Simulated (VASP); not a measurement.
## Pt: single point with LDA

Pt:

```xyz
2
Lattice="2.7607 0.0000 0.0000 -1.3803 2.3908 0.0000 0.0000 0.0000 4.7921" Properties=species:S:1:pos:R:3 pbc="T T T"
Pt    0.0000    1.5939    1.1980
Pt    1.3803    0.7969    3.5941
```

```json
{
 "Program": "VASP 6.6.1",
 "Task": "single point",
 "Functional": "LDA",
 "Potentials or basis": "VASP PAW LDA potentials, release 64 (Pt)",
 "Cutoff": "520 eV",
 "k mesh": "11 × 11 × 6",
 "Occupations": "fermi-dirac, width 0.05 eV",
 "Spin": "no spin polarisation",
 "Dipole correction": "no",
 "Further INCAR settings": "ALGO = Fast; EDIFF = 1e-06; NBANDS = 17"
}
```

```json
{
  "Pressure": "-15.0 GPa",
  "Band gap on the k mesh": "zero (band 10 reaches 10.61 eV, above the bottom of band 11 at 9.43 eV)"
}
```

Stress tensor (GPa, compression positive):
```
-14.78   0.00   0.00
  0.00 -14.78   0.00
  0.00   0.00 -15.52
```

Levels at points of the mesh, in eV from the Fermi level:
```tsv
k point	band 8	band 9	band 10	band 11	band 12	band 13
(0.00, 0.00, 0.00)	-1.79	-1.79	-0.72	-0.20	-0.20	4.65
(0.00, 0.00, 0.50)	-3.42	-0.78	-0.78	-0.78	-0.78	11.90
```

Run time: 11 s on 1 thread of Intel(R) Xeon(R) 6975P-C (Granite Rapids) (shared host), peak memory 0.15 GiB.

Caveat: spin-orbit coupling is left out, which moves the levels of the heavy elements.
